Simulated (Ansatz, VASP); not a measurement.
## One calculation of KF, two programs

The input INCAR:

```
  PREC = Accurate
  ENCUT = 520
  EDIFF = 1E-6
  ISMEAR = 0
  SIGMA = 0.01
  LREAL = F
  LASPH = T
  NELM = 80
  ALGO = Normal
  ISIF = 2
  LWAVE = F
  LCHARG = T
  GGA = PE
  LELF = T
  LVHAR = T
  NBANDS = 24
```

Contents of KPOINTS:

```
regular mesh
0
Gamma
  6 6 4
```

File POSCAR:

```
KF
1.0
    3.8131757542      0.0000000000      0.0000000000
   -1.9065878771      3.3023070722      0.0000000000
    0.0000000000      0.0000000000      6.7238394369
K F
2 2
Direct
    0.0000000000      0.0000000000      0.0000000000
    0.0000000000      0.0000000000      0.5000000000
    0.3333333333      0.6666666667      0.2500000000
    0.6666666667      0.3333333333      0.7500000000
```

Input for Ansatz:

```yaml
crystal:
  lattice:
    - [3.8131757542, 0.0, 0.0]
    - [-1.9065878771, 3.3023070722, 0.0]
    - [0.0, 0.0, 6.7238394369]
  atoms:
    - { symbol: K, position: [0.0, 0.0, 0.0] }
    - { symbol: K, position: [0.0, 0.0, 0.5] }
    - { symbol: F, position: [0.3333333333, 0.6666666667, 0.25] }
    - { symbol: F, position: [0.6666666667, 0.3333333333, 0.75] }
kpoints:
  mp_grid: { grid: [6, 6, 4] }
hamiltonian:
  xc: pbe
scf:
  occupations: { method: fixed }
  n_extra_bands: 5
output:
  forces: true
  stress: true
  eigenvalues: true
```

Alike in both runs: task single point; functional PBE; k mesh 6 × 6 × 4; no spin polarisation.

```csv
,VASP,Ansatz
version,VASP 6.6.1,Ansatz 0.2.0
potentials or method,"VASP PAW PBE potentials, release 64 (K_sv, F)","plane waves, PAW"
plane-wave cutoff (eV),520,420
occupations,"gaussian, width 0.01 eV",fixed
valence electrons in the cell,32,32
```

```csv
,VASP,Ansatz,Ansatz less VASP
gap on the k mesh at the Fermi level (eV),5.61,5.62,+0.014
pressure (GPa),-1.5,-1.4,+0.02
"traceless stress, the component that is largest in VASP (GPa)",-0.12,-0.15,-0.025
```
